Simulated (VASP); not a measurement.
# ScTa3F (P4mm) in VASP: notebook

The runs below take ScTa3F through single point, relaxation of cell and atoms, with PBE.

All numbers are computed with VASP 6.6.1; they aren't measurements. Logs are shortened: lines on timing, memory, paths and dates and some standing lists are left out, and cuts for length are marked.

## (1) The cell of the first run

It takes space group P4mm (No. 99, tetragonal). Conventional cell: a = 4.058 Å, b = 4.058 Å, c = 5.599 Å, α = 90.00°, β = 90.00°, γ = 90.00°. Sc (site symmetry 4mm) has 12 Ta at 2.90 to 3.80 Å and 4 F at 3.42 Å within 3.8 Å. Within 3.2 Å of Ta (site symmetry 2mm) lie 2 F at 2.44 Å and 6 Ta at 2.86 to 2.87 Å and 2 Sc at 3.14 Å. Within 3.0 Å of Ta (site symmetry 4mm) lie 1 F at 2.24 Å and 4 Ta at 2.86 Å and 4 Sc at 2.90 Å. Within 3.0 Å of F (site symmetry 4mm) lie 5 Ta at 2.24 to 2.44 Å.

The cell was generated, and may not be a known phase.

## (2) Single point, PBE

Input file INCAR:

```
ALGO = Normal ; EDIFF = 1E-6
ENCUT = 520 ; GGA = PE
ISIF = 2 ; ISMEAR = 0
LASPH = T ; LCHARG = T
LELF = T ; LREAL = F
LVHAR = T ; LWAVE = F
NBANDS = 34 ; NELM = 60
PREC = Accurate ; SIGMA = 0.1
```

Input file KPOINTS:

```
k-points
0
Gamma
  4 4 4
```

Input file POSCAR:

```
ScTa3F
1.0
    4.0583012056      0.0000000000      0.0000000000
    0.0000000000      4.0583012056      0.0000000000
    0.0000000000      0.0000000000      5.5994629787
Sc Ta F
1 3 1
Direct
    0.0000000000      0.0000000000      0.0363786663
    0.0000000000      0.5000000000      0.4635748612
    0.5000000000      0.0000000000      0.4635748612
    0.5000000000      0.5000000000      0.1048090558
    0.5000000000      0.5000000000      0.7042625756
```

Potentials or basis: VASP PAW PBE potentials, release 64 (Sc_sv, Ta_pv, F).

Launch:

```console
$ cat potpaw_PBE.64/Sc_sv/POTCAR potpaw_PBE.64/Ta_pv/POTCAR potpaw_PBE.64/F/POTCAR > POTCAR
$ mpirun -np 1 vasp_std > vasp.out
```

OUTCAR:

```text
EDIFF = 1E-6
   ENCUT = 520
   GGA = PE
   ISIF = 2
   ISMEAR = 0
   LASPH = T
   LREAL = F
   NELM = 60
   PREC = Accurate

 ion  position               nearest neighbor table
   1  0.000  0.000  0.036-   4 2.90   4 2.90   4 2.90   4 2.90   3 3.14   3 3.14   2 3.14   2 3.14

   2  0.000  0.500  0.464-   5 2.44   5 2.44   4 2.86   4 2.86   3 2.87   3 2.87   3 2.87   3 2.87
                             1 3.14   1 3.14
   3  0.500  0.000  0.464-   5 2.44   5 2.44   4 2.86   4 2.86   2 2.87   2 2.87   2 2.87   2 2.87
                             1 3.14   1 3.14
   4  0.500  0.500  0.105-   5 2.24   3 2.86   2 2.86   3 2.86   2 2.86   1 2.90   1 2.90   1 2.90
                             1 2.90
   5  0.500  0.500  0.704-   4 2.24   3 2.44   2 2.44   3 2.44   2 2.44

  LATTYP: Found a simple tetragonal cell.
 ALAT       =     4.0583012056
 C/A-ratio  =     1.3797553939

  Lattice vectors:

 A1 = (   4.0583012056,   0.0000000000,   0.0000000000)
 A2 = (   0.0000000000,   4.0583012056,   0.0000000000)
 A3 = (   0.0000000000,   0.0000000000,   5.5994629787)

Analysis of symmetry for initial positions (statically):
=====================================================================
 Subroutine PRICEL returns:
 Original cell was already a primitive cell.

 Routine SETGRP: Setting up the symmetry group for a
 simple tetragonal supercell.

 Subroutine GETGRP returns: Found  8 space group operations
 (whereof  8 operations were pure point group operations)
 out of a pool of 16 trial point group operations.

The static configuration has the point symmetry C_4v.

Analysis of symmetry for dynamics (positions and initial velocities):
=====================================================================
 Subroutine PRICEL returns:
 Original cell was already a primitive cell.

 Routine SETGRP: Setting up the symmetry group for a
 simple tetragonal supercell.

 Subroutine GETGRP returns: Found  8 space group operations
 (whereof  8 operations were pure point group operations)
 out of a pool of 16 trial point group operations.

The dynamic configuration has the point symmetry C_4v.

 Subroutine INISYM returns: Found  8 space group operations
 (whereof  8 operations are pure point group operations),
 and found     1 'primitive' translations

----------------------------------------------------------------------------------------

                                     Primitive cell

  volume of cell :      92.2221

  direct lattice vectors                    reciprocal lattice vectors
     4.058301206  0.000000000  0.000000000     0.246408522  0.000000000  0.000000000
     0.000000000  4.058301206  0.000000000     0.000000000  0.246408522  0.000000000
     0.000000000  0.000000000  5.599462979     0.000000000  0.000000000  0.178588555

  length of vectors
     4.058301206  4.058301206  5.599462979     0.246408522  0.246408522  0.178588555

  position of ions in fractional coordinates (direct lattice)
     0.000000000  0.000000000  0.036378666
     0.000000000  0.500000000  0.463574861
     0.500000000  0.000000000  0.463574861
     0.500000000  0.500000000  0.104809056
     0.500000000  0.500000000  0.704262576

  ion indices of the primitive-cell ions
   primitive index   ion index
                 1           1
                 2           2
                 3           3
                 4           4
                 5           5

----------------------------------------------------------------------------------------

 KPOINTS: k-points

Automatic generation of k-mesh.
 Grid dimensions read from file:
 generate k-points for:    4    4    4

 Generating k-lattice:

  Cartesian coordinates                     Fractional coordinates (reciprocal lattice)
     0.061602130  0.000000000  0.000000000     0.250000000  0.000000000  0.000000000
     0.000000000  0.061602130  0.000000000     0.000000000  0.250000000  0.000000000
     0.000000000  0.000000000  0.044647139     0.000000000  0.000000000  0.250000000

  Length of vectors
     0.061602130  0.061602130  0.044647139

  Shift w.r.t. Gamma in fractional coordinates (k-lattice)
     0.000000000  0.000000000  0.000000000

 Subroutine IBZKPT returns following result:
 ===========================================

 Found     18 irreducible k-points:

 Following reciprocal coordinates:
            Coordinates               Weight
  0.000000  0.000000  0.000000      1.000000
  0.250000  0.000000  0.000000      4.000000
  0.500000  0.000000  0.000000      2.000000
  0.250000  0.250000  0.000000      4.000000
  0.500000  0.250000  0.000000      4.000000
  0.500000  0.500000  0.000000      1.000000
[... 10 lines left out ...]
  0.500000  0.250000  0.500000      4.000000
  0.500000  0.500000  0.500000      1.000000
   k-points           NKPTS =     18   k-points in BZ     NKDIM =     18   number of bands    NBANDS=     34
   number of dos      NEDOS =    301   number of ions     NIONS =      5
   total plane-waves  NPLWV =  37800
   dimension x,y,z NGX =    30 NGY =   30 NGZ =   42
   dimension x,y,z NGXF=    60 NGYF=   60 NGZF=   84
   ions per type =               1   3   1
   NGX,Y,Z   is equivalent  to a cutoff of  12.29, 12.29, 12.47 a.u.
   NGXF,Y,Z  is equivalent  to a cutoff of  24.58, 24.58, 24.94 a.u.
 SYSTEM =  unknown system
   PREC   = accura    normal or accurate (medium, high low for compatibility)
   ISTART =      0    job   : 0-new  1-cont  2-samecut
   ICHARG =      2    charge: 1-file 2-atom 10-const
   ISPIN  =      1    spin polarized calculation?
   LNONCOLLINEAR =      F non collinear calculations
   LSORBIT =      F    spin-orbit coupling
   LASPH  =      T    aspherical Exc in radial PAW
   ENCUT  =  520.0 eV  38.22 Ry    6.18 a.u.   7.55  7.55 10.41*2*pi/ulx,y,z
   NELM   =     60;   NELMIN=  2; NELMDL= -5     # of ELM steps
   EDIFF  = 0.1E-05   stopping-criterion for ELM
   LREAL  =      F    real-space projection
   EDIFFG = 0.1E-04   stopping-criterion for IOM
   NSW    =      0    number of steps for IOM
   IBRION =     -1    ionic relax: 0-MD 1-quasi-New 2-CG
   NFREE  =      0    steps in history (QN), initial steepest desc. (CG)
   ISIF   =      2    stress and relaxation
   ISYM   =      2    0-nonsym 1-usesym 2-fastsym
   POTIM  = 0.5000    time-step for ionic-motion
   TEBEG  =    0.0;   TEEND  =   0.0 temperature during run
   PSTRESS=    0.0 pullay stress
   NELECT =      51.0000    total number of electrons
   NUPDOWN=      -1.0000    fix difference up-down
   EMIN   =  10.00;   EMAX   =-10.00  energy-range for DOS
   EFERMI =   0.00;   METHOD = LEGACY
   ISMEAR =     0;   SIGMA  =   0.10  broadening in eV -4-tet -1-fermi 0-gaus
   EFERMI_NEDOS =   21; number of points for ismear=-14 and -15
   IALGO  =     38    algorithm
   IMIX   =      4    mixing-type and parameters
     AMIX     =   0.40;   BMIX     =  1.00
     AMIX_MAG =   1.60;   BMIX_MAG =  1.00
  volume/ion in A,a.u.               =      18.44       124.47
  Fermi-wavevector in a.u.,A,eV,Ry     =   1.343754  2.539328 24.567713  1.805676
  Thomas-Fermi vector in A             =   2.471803
   LORBIT       =      0    0 simple, 1 ext, 2 COOP (PROOUT), +10 PAW based schemes
   GGA     = PE    functional components
   LHFCALC =     F    Hartree Fock is set to
   AEXX    =    0.0000 exact exchange contribution
   IVDW    =     0    specifies the selected vdW correction
   LEPSILON=     F    determine dielectric tensor
   LRPA    =     F    only Hartree local field effects (RPA)
 non-spin polarized calculation
 Gauss-broadening in eV      SIGMA  =   0.10
  energy-cutoff  :      520.00
  volume of cell :       92.22
 maximum number of plane-waves:      2524
   NGX = 15   NGY = 15   NGZ = 21

 number of electron      50.9999991 magnetization

 Free energy of the ion-electron system (eV)
  ---------------------------------------------------
  ext. energy  EPLUGINS =         0.00000000
  ---------------------------------------------------
  free energy    TOTEN  =       -43.85049418 eV

  energy without entropy =      -43.82254150  energy(sigma->0) =      -43.83651784

 E-fermi :   4.9860     XC(G=0): -11.3545

 val. band max:        4.9651262174   @ k =   0.5000   0.2500   0.0000
 cond. band min:       5.0108668856   @ k =   0.2500   0.0000   0.0000
 fundamental gap:      0.0457406682
 Fermi energy:         4.9859546171

 k-point     1 :       0.0000    0.0000    0.0000
  band No.  band energies     occupation
      1     -44.2272      2.00000
      2     -30.0471      2.00000
      3     -30.0471      2.00000
      4     -29.9320      2.00000
      5     -29.6055      2.00000
      6     -29.4184      2.00000
[... 26 lines left out ...]
     33       9.0021      0.00000
     34       9.2033      0.00000

 k-point     2 :       0.2500    0.0000    0.0000
  band No.  band energies     occupation
      1     -44.2271      2.00000
      2     -29.9835      2.00000
      3     -29.9580      2.00000
      4     -29.8934      2.00000
      5     -29.6694      2.00000
      6     -29.4820      2.00000
[... 26 lines left out ...]
     33       7.8923      0.00000
     34       8.1111      0.00000

 k-point     3 :       0.5000    0.0000    0.0000
  band No.  band energies     occupation
      1     -44.2269      2.00000
      2     -29.8931      2.00000
      3     -29.8058      2.00000
      4     -29.8035      2.00000
      5     -29.7400      2.00000
      6     -29.6379      2.00000
[... 26 lines left out ...]
     33       6.7928      0.00000
     34       7.5542      0.00000
[... 482 lines left out ...]
 k-point    17 :       0.5000    0.2500    0.5000
  band No.  band energies     occupation
      1     -44.2260      2.00000
      2     -30.1805      2.00000
      3     -29.9214      2.00000
      4     -29.8106      2.00000
      5     -29.7926      2.00000
      6     -29.4803      2.00000
[... 26 lines left out ...]
     33       7.6685      0.00000
     34       8.1396      0.00000

 k-point    18 :       0.5000    0.5000    0.5000
  band No.  band energies     occupation
      1     -44.2251      2.00000
      2     -30.3158      2.00000
      3     -30.0404      2.00000
      4     -29.8139      2.00000
      5     -29.8139      2.00000
      6     -29.3170      2.00000
[... 26 lines left out ...]
     33       8.6757      0.00000
     34       8.8519      0.00000

------------------------ aborting loop because EDIFF is reached ----------------------------------------

  FORCE on cell =-STRESS in cart. coord.  units (eV):
  Direction    XX          YY          ZZ          XY          YZ          ZX
  --------------------------------------------------------------------------------------
  -------------------------------------------------------------------------------------
  Total        0.0449843      0.0449843      0.1721658      0.0000000      0.0000000      0.0000000
  in kB        0.7815131      0.7815131      2.9910413      0.0000000      0.0000000      0.0000000
  external PRESSURE =       1.5180225 kB  Pullay stress =       0.0000000 kB

 VOLUME and BASIS-vectors are now :
 -----------------------------------------------------------------------------
  energy-cutoff  :      520.00
  volume of cell :       92.22
      direct lattice vectors                 reciprocal lattice vectors
     4.058301206  0.000000000  0.000000000     0.246408522  0.000000000  0.000000000
     0.000000000  4.058301206  0.000000000     0.000000000  0.246408522  0.000000000
     0.000000000  0.000000000  5.599462979     0.000000000  0.000000000  0.178588555

 POSITION                                       TOTAL-FORCE (eV/Angst)
 -----------------------------------------------------------------------------------
      0.00000      0.00000      0.20370         0.000000     -0.000000     -0.007305
      0.00000      2.02915      2.59577        -0.000000     -0.000000     -0.002784
      2.02915      0.00000      2.59577        -0.000000     -0.000000     -0.002784
      2.02915      2.02915      0.58687        -0.000000      0.000000      0.021734
      2.02915      2.02915      3.94349        -0.000000     -0.000000     -0.008862
 -----------------------------------------------------------------------------------
    total drift:                                0.000000      0.000000      0.000466

  FREE ENERGIE OF THE ION-ELECTRON SYSTEM (eV)
  ---------------------------------------------------
  free  energy   TOTEN  =       -43.8504941811 eV

  energy  without entropy=      -43.8225415048  energy(sigma->0) =      -43.83651784
```

Wall time 35 s (1 thread of Intel Xeon 6975P-C (Granite Rapids), shared host); peak memory 0.21 GiB.

Results:

```yaml
Free_energy: -43.8505 eV
Pressure: 0.2 GPa
Largest_force: 0.022 eV/Å
Band_gap_on_the_k_mesh: zero (an odd number of electrons rules out a gap without spin polarisation)
```

Forces in eV/Å, atoms in the order of the input:
```
Sc   0.000  0.000 -0.007
Ta   0.000  0.000 -0.003
Ta   0.000  0.000 -0.003
Ta   0.000  0.000  0.022
F    0.000  0.000 -0.009
```

Caveat: the k points lie up to 0.39 Å⁻¹ apart, too coarse for converged energies and pressures of a metal; spin-orbit coupling is left out, which moves the levels of the heavy elements; an odd number of electrons without spin polarisation forces a metal; a magnetic or distorted state may lie lower.

## (3) Single point, PBE

Input file INCAR:

```
PREC = Accurate ; ENCUT = 520
EDIFF = 1E-6 ; ISMEAR = 0
SIGMA = 0.1 ; LREAL = False
LASPH = True ; NELM = 60
ALGO = Normal ; ISIF = 2
LWAVE = False ; LCHARG = True
GGA = PE ; LELF = True
LVHAR = True ; NBANDS = 34
```

Input file KPOINTS:

```
regular mesh
0
Gamma
  10 10 8
```

Input file POSCAR:

```
ScTa3F
1.0
    4.0533257855      0.0000000000      0.0000000000
    0.0000000000      4.0533257855      0.0000000000
    0.0000000000      0.0000000000      5.6126706845
Sc Ta F
1 3 1
Direct
    0.0000000000      0.0000000000      0.0362690435
    0.0000000000      0.5000000000      0.4640584229
    0.5000000000      0.0000000000      0.4640584229
    0.5000000000      0.5000000000      0.1050040498
    0.5000000000      0.5000000000      0.7032100810
```

Potentials or basis: VASP PAW PBE potentials, release 64 (Sc_sv, Ta_pv, F).

Launch:

```console
$ cat potpaw_PBE.64/Sc_sv/POTCAR potpaw_PBE.64/Ta_pv/POTCAR potpaw_PBE.64/F/POTCAR > POTCAR
$ mpirun -np 1 vasp_std > vasp.out
```

Wall time 2.7 min (1 thread of Intel Xeon 6975P-C (Granite Rapids), shared host); peak memory 0.41 GiB.

The run converged. Its results:

| Item | Value |
| --- | --- |
| Free energy | -43.8419 eV |
| Pressure | 0.0 GPa |
| Largest force | 0.039 eV/Å |
| Band gap on the k mesh | zero (an odd number of electrons rules out a gap without spin polarisation) |

Forces on the atoms (eV/Å):
```
Sc   0.000  0.000 -0.008
Ta   0.000  0.000 -0.014
Ta   0.000  0.000 -0.014
Ta   0.000  0.000  0.039
F    0.000  0.000 -0.003
```

Levels at points of the mesh, in eV from the Fermi level:
| k point | band 24 | band 25 | band 26 | band 27 | band 28 | band 29 |
| --- | --- | --- | --- | --- | --- | --- |
| (0.00, 0.00, 0.00) | -1.66 | -0.60 | 0.09 | 1.52 | 1.52 | 1.62 |
| (0.50, 0.00, 0.00) | -1.25 | -0.20 | 0.06 | 0.46 | 0.91 | 1.17 |
| (0.50, 0.50, 0.00) | -0.86 | -0.40 | -0.22 | -0.22 | 0.38 | 1.07 |
| (0.00, 0.00, 0.50) | -1.75 | -1.13 | -0.75 | 1.39 | 1.46 | 1.46 |
| (0.50, 0.00, 0.50) | -0.86 | -0.81 | -0.32 | 0.16 | 0.65 | 0.72 |
| (0.50, 0.50, 0.50) | -0.52 | -0.13 | 0.57 | 0.57 | 0.64 | 0.96 |

Caveat: spin-orbit coupling is left out, which moves the levels of the heavy elements; an odd number of electrons without spin polarisation forces a metal; a magnetic or distorted state may lie lower.

## (4) Single point, PBE

This run uses another cell than the first one, of 15.12 Å³/atom.

Input file INCAR:

```
PREC = Accurate
ENCUT = 520
EDIFF = 1E-6
ISMEAR = 0
SIGMA = 0.1
LREAL = F
LASPH = T
NELM = 80
ALGO = Normal
ISIF = 2
LWAVE = F
LCHARG = T
GGA = PE
LELF = T
LVHAR = T
NBANDS = 34
```

Input file KPOINTS:

```
Automatic mesh
0
Gamma
  4 4 4
```

Input file POSCAR:

```
ScTa3F
1.0
    3.9078612700      0.0000000000      0.0000000000
    0.0000000000      3.9078612700      0.0000000000
    0.0000000000      0.0000000000      4.9506097500
Sc Ta F
1 3 1
Direct
    0.0000000000      0.0000000000      0.0000000000
    0.0000000000      0.5000000000      0.5000000000
    0.5000000000      0.0000000000      0.5000000000
    0.5000000000      0.5000000000      0.1076000000
    0.5000000000      0.5000000000      0.6650000200
```

Launch:

```console
$ cat potpaw_PBE.64/Sc_sv/POTCAR potpaw_PBE.64/Ta_pv/POTCAR potpaw_PBE.64/F/POTCAR > POTCAR
$ mpirun -np 1 vasp_std > vasp.out
```

Wall time 72 s (1 thread of Oxide Virtual Turin-like, shared host); peak memory 0.17 GiB.

Results (log left out):

| Quantity | Value |
| --- | --- |
| Free energy | -41.9068 eV |
| Pressure | 35.4 GPa |
| Largest force | 3.207 eV/Å |
| Band gap on the k mesh | zero (an odd number of electrons rules out a gap without spin polarisation) |

Forces on the atoms (eV/Å):
```
Sc   0.000  0.000  0.826
Ta   0.000  0.000 -0.150
Ta   0.000  0.000 -0.150
Ta   0.000  0.000 -3.207
F    0.000  0.000  2.681
```

Stress tensor (GPa, compression positive):
```
35.59  0.00  0.00
 0.00 35.59  0.00
 0.00  0.00 35.03
```

Levels at points of the mesh, in eV from the Fermi level:
```csv
k point,band 22,band 23,band 24,band 25,band 26,band 27,band 28,band 29
"(0.00, 0.00, 0.00)",-2.12,-2.12,-1.64,-0.39,1.13,1.38,1.38,2.15
"(0.50, 0.00, 0.00)",-1.65,-1.59,-1.58,-0.49,-0.10,0.86,1.14,1.30
"(0.50, 0.50, 0.00)",-1.77,-1.66,-1.66,-0.61,-0.40,-0.40,0.62,1.29
"(0.00, 0.00, 0.50)",-1.60,-1.60,-1.10,-0.86,0.06,0.98,0.98,1.01
"(0.50, 0.00, 0.50)",-1.42,-1.34,-1.16,-0.95,-0.29,0.10,0.92,1.48
"(0.50, 0.50, 0.50)",-1.31,-1.31,-0.26,0.32,0.84,0.84,0.92,1.18
```

Caveat: the k points lie up to 0.40 Å⁻¹ apart, too coarse for converged energies and pressures of a metal; spin-orbit coupling is left out, which moves the levels of the heavy elements; an odd number of electrons without spin polarisation forces a metal; a magnetic or distorted state may lie lower.

[end of part 1 of 2]

The gap in the log of VASP goes by the Fermi energy; the results here count the filled bands.